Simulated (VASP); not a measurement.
# Zr (I4/mmm) in VASP: electric field gradients with LDA

Aim: the electric field gradients of Zr with LDA.

All numbers are computed with VASP 6.6.1; they aren't measurements. Logs are shortened: lines on timing, memory, paths and dates and some standing lists are left out, and cuts for length are marked.

## (1) The cell of the first run

It takes space group I4/mmm (No. 139, tetragonal). The conventional cell has a = 3.620 Å, b = 3.620 Å, c = 3.656 Å, α = 90.00°, β = 90.00°, γ = 90.00°. Zr (site symmetry 4/mmm) has 14 Zr at 3.15 to 3.66 Å within 4.1 Å.

This isn't the form of Zr at room conditions, which is hcp.

## (2) Electric field gradients, LDA (zz strain of +1 %)

Input file INCAR:

```
SYSTEM = Zr
PREC     = Accurate       ! precision mode
ENCUT    = 520            ! plane-wave cutoff, eV
EDIFF    = 1E-8           ! SCF threshold, eV
ISMEAR   = -1             ! smearing method
SIGMA    = 0.03           ! smearing width, eV
LREAL    = .FALSE.        ! projectors in reciprocal space
LASPH    = .TRUE.         ! aspherical terms in the spheres
NELM     = 60             ! most SCF steps
ALGO     = Normal         ! electronic algorithm
ISIF     = 2              ! what is computed and relaxed
LWAVE    = .FALSE.        ! write WAVECAR
LCHARG   = .FALSE.        ! write CHGCAR
GGA      = CA             ! functional
LEFG     = .TRUE.       
NBANDS   = 12             ! bands
```

Input file KPOINTS:

```
regular mesh
0
G
  16 16 16
  0 0 0
```

Input file POSCAR:

```
Zr
1.0
   -1.8100000000      1.8100000000      1.8281000000
    1.8100000000     -1.8100000000      1.8281000000
    1.8100000000      1.8100000000     -1.8281000000
Zr
1
Direct
    0.0000000000      0.0000000000      0.0000000000
```

Potentials or basis: VASP PAW LDA potentials, release 64 (Zr_sv).

Run with:

```bash
cat potpaw_LDA.64/Zr_sv/POTCAR > POTCAR
mpirun -np 1 vasp_std > vasp.out
```

OUTCAR:

```text
SYSTEM = Zr
   PREC = Accurate
   ENCUT = 520
   EDIFF = 1E-8
   ISMEAR = -1
   LREAL = .FALSE.
   LASPH = .TRUE.
   NELM = 60
   ISIF = 2
   GGA = CA

 ion  position               nearest neighbor table
   1  0.000  0.000  0.000-

  LATTYP: Found a body centered tetragonal cell.
 ALAT       =     3.6200000000
 C/A-ratio  =     1.0100000000

  Lattice vectors:

 A1 = (  -1.8100000000,   1.8100000000,   1.8281000000)
 A2 = (   1.8100000000,  -1.8100000000,   1.8281000000)
 A3 = (   1.8100000000,   1.8100000000,  -1.8281000000)

Analysis of symmetry for initial positions (statically):
=====================================================================
 Subroutine PRICEL returns:
 Original cell was already a primitive cell.

 Routine SETGRP: Setting up the symmetry group for a
 body centered tetragonal supercell.

 Subroutine GETGRP returns: Found 16 space group operations
 (whereof 16 operations were pure point group operations)
 out of a pool of 16 trial point group operations.

The static configuration has the point symmetry D_4h.

Analysis of symmetry for dynamics (positions and initial velocities):
=====================================================================
 Subroutine PRICEL returns:
 Original cell was already a primitive cell.

 Routine SETGRP: Setting up the symmetry group for a
 body centered tetragonal supercell.

 Subroutine GETGRP returns: Found 16 space group operations
 (whereof 16 operations were pure point group operations)
 out of a pool of 16 trial point group operations.

The dynamic configuration has the point symmetry D_4h.

 Subroutine INISYM returns: Found 16 space group operations
 (whereof 16 operations are pure point group operations),
 and found     1 'primitive' translations

----------------------------------------------------------------------------------------

                                     Primitive cell

  volume of cell :      23.9562

  direct lattice vectors                    reciprocal lattice vectors
    -1.810000000  1.810000000  1.828100000     0.000000000  0.276243094  0.273508014
     1.810000000 -1.810000000  1.828100000     0.276243094  0.000000000  0.273508014
     1.810000000  1.810000000 -1.828100000     0.276243094  0.276243094  0.000000000

  length of vectors
     3.145496719  3.145496719  3.145496719     0.388737547  0.388737547  0.390666730

  position of ions in fractional coordinates (direct lattice)
     0.000000000  0.000000000  0.000000000

  ion indices of the primitive-cell ions
   primitive index   ion index
                 1           1

----------------------------------------------------------------------------------------

 KPOINTS: regular mesh

Automatic generation of k-mesh.
 Grid dimensions read from file:
 generate k-points for:   16   16   16

 Generating k-lattice:

  Cartesian coordinates                     Fractional coordinates (reciprocal lattice)
     0.000000000  0.017265193  0.017094251     0.062500000 -0.000000000  0.000000000
     0.017265193  0.000000000  0.017094251    -0.000000000  0.062500000  0.000000000
     0.017265193  0.017265193  0.000000000     0.000000000  0.000000000  0.062500000

  Length of vectors
     0.024296097  0.024296097  0.024416671

  Shift w.r.t. Gamma in fractional coordinates (k-lattice)
     0.000000000  0.000000000  0.000000000

 Subroutine IBZKPT returns following result:
 ===========================================

 Found    349 irreducible k-points:

 Following reciprocal coordinates:
            Coordinates               Weight
  0.000000  0.000000  0.000000      1.000000
  0.062500  0.000000 -0.000000      8.000000
  0.125000  0.000000 -0.000000      8.000000
  0.187500  0.000000 -0.000000      8.000000
  0.250000  0.000000 -0.000000      8.000000
  0.312500  0.000000 -0.000000      8.000000
[... 16 lines left out ...]
 -0.125000  0.062500  0.000000     16.000000
 -0.062500  0.062500  0.000000      4.000000
 [... further k-points ...]
   k-points           NKPTS =    349   k-points in BZ     NKDIM =    349   number of bands    NBANDS=     12
   number of dos      NEDOS =    301   number of ions     NIONS =      1
   total plane-waves  NPLWV =  13824
   dimension x,y,z NGX =    24 NGY =   24 NGZ =   24
   dimension x,y,z NGXF=    48 NGYF=   48 NGZF=   48
   ions per type =               1
   NGX,Y,Z   is equivalent  to a cutoff of  12.68, 12.68, 12.68 a.u.
   NGXF,Y,Z  is equivalent  to a cutoff of  25.37, 25.37, 25.37 a.u.
 SYSTEM =  Zr
   PREC   = accura    normal or accurate (medium, high low for compatibility)
   ISTART =      0    job   : 0-new  1-cont  2-samecut
   ICHARG =      2    charge: 1-file 2-atom 10-const
   ISPIN  =      1    spin polarized calculation?
   LNONCOLLINEAR =      F non collinear calculations
   LSORBIT =      F    spin-orbit coupling
   LASPH  =      T    aspherical Exc in radial PAW
   ENCUT  =  520.0 eV  38.22 Ry    6.18 a.u.   5.85  5.85  5.85*2*pi/ulx,y,z
   NELM   =     60;   NELMIN=  2; NELMDL= -5     # of ELM steps
   EDIFF  = 0.1E-07   stopping-criterion for ELM
   LREAL  =      F    real-space projection
   EDIFFG = 0.1E-06   stopping-criterion for IOM
   NSW    =      0    number of steps for IOM
   IBRION =     -1    ionic relax: 0-MD 1-quasi-New 2-CG
   NFREE  =      0    steps in history (QN), initial steepest desc. (CG)
   ISIF   =      2    stress and relaxation
   ISYM   =      2    0-nonsym 1-usesym 2-fastsym
   POTIM  = 0.5000    time-step for ionic-motion
   TEBEG  =    0.0;   TEEND  =   0.0 temperature during run
   PSTRESS=    0.0 pullay stress
   NELECT =      12.0000    total number of electrons
   NUPDOWN=      -1.0000    fix difference up-down
   EMIN   =  10.00;   EMAX   =-10.00  energy-range for DOS
   EFERMI =   0.00;   METHOD = LEGACY
   ISMEAR =    -1;   SIGMA  =   0.03  broadening in eV -4-tet -1-fermi 0-gaus
   EFERMI_NEDOS =   21; number of points for ismear=-14 and -15
   IALGO  =     38    algorithm
   IMIX   =      4    mixing-type and parameters
     AMIX     =   0.40;   BMIX     =  1.00
     AMIX_MAG =   1.60;   BMIX_MAG =  1.00
  volume/ion in A,a.u.               =      23.96       161.66
  Fermi-wavevector in a.u.,A,eV,Ry     =   1.300158  2.456943 22.999444  1.690411
  Thomas-Fermi vector in A             =   2.431375
   LORBIT       =      0    0 simple, 1 ext, 2 COOP (PROOUT), +10 PAW based schemes
   GGA     = CA    functional components
   LHFCALC =     F    Hartree Fock is set to
   AEXX    =    0.0000 exact exchange contribution
   IVDW    =     0    specifies the selected vdW correction
   LEPSILON=     F    determine dielectric tensor
   LRPA    =     F    only Hartree local field effects (RPA)
 non-spin polarized calculation
  energy-cutoff  :      520.00
  volume of cell :       23.96
 maximum number of plane-waves:       682
   NGX = 11   NGY = 11   NGZ = 11

 number of electron      12.0000000 magnetization

 Free energy of the ion-electron system (eV)
  ---------------------------------------------------
  ext. energy  EPLUGINS =         0.00000000
  ---------------------------------------------------
  free energy    TOTEN  =        -9.15286086 eV

  energy without entropy =       -9.14648051  energy(sigma->0) =       -9.14967068

 E-fermi :   8.2020     XC(G=0): -11.1603

 val. band max:        8.1989175672   @ k =  -0.2500  -0.4375   0.1250
 cond. band min:       8.2033054541   @ k =   0.1875   0.0625   0.0625
 fundamental gap:      0.0043878870
 Fermi energy:         8.2019760282

 k-point     1 :       0.0000    0.0000    0.0000
  band No.  band energies     occupation
      1     -40.0765      2.00000
      2     -17.7634      2.00000
      3     -17.7634      2.00000
      4     -17.7630      2.00000
      5       2.9027      2.00000
      6       9.2333      0.00000
      7       9.2333      0.00000
      8       9.3252      0.00000
      9      11.6101      0.00000
     10      11.7352      0.00000
     11      20.4407      0.00000
     12      20.5864      0.00000

 k-point     2 :       0.0625    0.0000   -0.0000
  band No.  band energies     occupation
      1     -40.0713      2.00000
      2     -17.7997      2.00000
      3     -17.7746      2.00000
      4     -17.7633      2.00000
      5       3.0319      2.00000
      6       9.1866      0.00000
      7       9.2085      0.00000
      8       9.4123      0.00000
      9      11.4973      0.00000
     10      11.7147      0.00000
     11      20.6046      0.00000
     12      20.8183      0.00000
[... 316 lines left out ...]
 k-point    24 :      -0.0625    0.0625    0.0000
  band No.  band energies     occupation
      1     -40.0713      2.00000
      2     -17.7999      2.00000
      3     -17.7744      2.00000
      4     -17.7639      2.00000
      5       3.0333      2.00000
      6       9.1462      0.00000
      7       9.2960      0.00000
      8       9.3586      0.00000
      9      11.6028      0.00000
     10      11.6127      0.00000
     11      20.6766      0.00000
     12      20.6976      0.00000

 [... further k-points ...]

------------------------ aborting loop because EDIFF is reached ----------------------------------------

  FORCE on cell =-STRESS in cart. coord.  units (eV):
  Direction    XX          YY          ZZ          XY          YZ          ZX
  --------------------------------------------------------------------------------------
  -------------------------------------------------------------------------------------
  Total       -1.5257759     -1.5257759     -1.4948686      0.0000000     -0.0000000     -0.0000000
  in kB     -102.0432442   -102.0432442    -99.9761724      0.0000000     -0.0000000     -0.0000000
  external PRESSURE =    -101.3542203 kB  Pullay stress =       0.0000000 kB

 VOLUME and BASIS-vectors are now :
 -----------------------------------------------------------------------------
  energy-cutoff  :      520.00
  volume of cell :       23.96
      direct lattice vectors                 reciprocal lattice vectors
    -1.810000000  1.810000000  1.828100000     0.000000000  0.276243094  0.273508014
     1.810000000 -1.810000000  1.828100000     0.276243094  0.000000000  0.273508014
     1.810000000  1.810000000 -1.828100000     0.276243094  0.276243094  0.000000000

 POSITION                                       TOTAL-FORCE (eV/Angst)
 -----------------------------------------------------------------------------------
      0.00000      0.00000      0.00000        -0.000000     -0.000000      0.000000
 -----------------------------------------------------------------------------------
    total drift:                               -0.000000      0.000000      0.000000

  FREE ENERGIE OF THE ION-ELECTRON SYSTEM (eV)
  ---------------------------------------------------
  free  energy   TOTEN  =        -9.1528608555 eV

  energy  without entropy=       -9.1464805138  energy(sigma->0) =       -9.14967068

 Electric field gradients (V/A^2)
---------------------------------------------------------------------
 ion       V_xx      V_yy      V_zz      V_xy      V_xz      V_yz
---------------------------------------------------------------------
   1       0.372     0.372    -0.744    -0.000    -0.000    -0.000
---------------------------------------------------------------------

 Electric field gradients after diagonalization (V/A^2)
 (convention: |V_zz| > |V_xx| > |V_yy|)
----------------------------------------------------------------------
 ion       V_xx      V_yy      V_zz     asymmetry (V_yy - V_xx)/ V_zz
----------------------------------------------------------------------
   1       0.372     0.372    -0.744       0.000
----------------------------------------------------------------------

           NMR quadrupolar parameters

 Cq : quadrupolar parameter    Cq=e*Q*V_zz/h
 eta: asymmetry parameters     (V_yy - V_xx)/ V_zz
 Q  : nuclear electric quadrupole moment in mb (millibarn)
----------------------------------------------------------------------
 ion       Cq(MHz)       eta       Q (mb)
----------------------------------------------------------------------
   1      -0.002       0.000       1.000
----------------------------------------------------------------------
```

It took 81 s on 1 thread of Intel Xeon 8259CL, shared host; peak memory 0.21 GiB.

Results:

```
Free energy                             : -9.1529 eV
Pressure                                : -10.1 GPa
Band gap on the k mesh                  : zero (bands 6 and 7 overlap by 1.73 eV)
Largest electric field gradient by atom : Zr -0.7 V/Å²
```

Stress tensor (GPa, compression positive):
```
-10.20   0.00   0.00
  0.00 -10.20   0.00
  0.00   0.00 -10.00
```

Levels at points of the mesh, in eV from the Fermi level:
```
           k point  band 2  band 3  band 4  band 5  band 6  band 7  band 8  band 9  band 10  band 11
(0.00, 0.00, 0.00)  -25.97  -25.97  -25.96   -5.30    1.03    1.03    1.12    3.41     3.53    12.24
(0.50, 0.00, 0.00)  -26.86  -26.25  -25.97   -2.71   -0.62    1.54    3.39    4.07     6.08     9.83
(0.50, 0.50, 0.00)  -26.86  -26.26  -25.98   -2.71   -0.71    1.59    3.52    4.13     6.10     9.89
(0.50, 0.50, 0.50)  -26.60  -26.58  -26.58   -2.43   -2.41    5.42    5.45    5.45     7.06     7.27
```

Electric field gradients, principal values (V/Å²):
```csv
atom,least,middle,greatest (by size)
1 Zr,0.372,0.372,-0.744
```

Caveat: the cell differs from its parent crystal (zz strain of +1 %); the cell stands under tension; without QUAD_EFG the Cq values of the log hold for a quadrupole moment of 1 mb, not for the nuclei.
